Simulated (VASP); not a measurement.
A run of VASP 6.6.1:

Contents of INCAR:

```
SYSTEM = GaP
PREC = Accurate ; ENCUT = 520
EDIFF = 1E-6 ; ISMEAR = -1
SIGMA = 0.05 ; LREAL = .False.
LASPH = .True. ; NELM = 100
ALGO = Normal ; ISIF = 2
LWAVE = .False. ; LCHARG = .False.
NBANDS = 16
```

KPOINTS

```
regular mesh
0
Gamma
  10 10 10
  0 0 0
```

File POSCAR:

```
GaP
1.0
    0.0000000000      2.7161353834      2.7161353834
    2.7161353834      0.0000000000      2.7161353834
    2.7161353834      2.7161353834      0.0000000000
Ga P
1 1
Direct
    0.0000000000      0.0000000000      0.0000000000
    0.7500000000      0.7500000000      0.7500000000
```

Potentials or basis: VASP PAW LDA potentials, release 64 (Ga_d, P).

Launch:

```bash
$ cat potpaw_LDA.64/Ga_d/POTCAR potpaw_LDA.64/P/POTCAR > POTCAR
$ mpirun -np 1 vasp_std > vasp.out
```

Hardware: 1 thread of Intel(R) Xeon(R) Platinum 8488C (Sapphire Rapids), with other jobs on the host.

Estimate the wall time of this run.

Run time: 26 s on 1 thread of Intel(R) Xeon(R) Platinum 8488C (Sapphire Rapids), on a shared host, peak memory 0.16 GiB. Counts: scf iterations 12, k points 47.
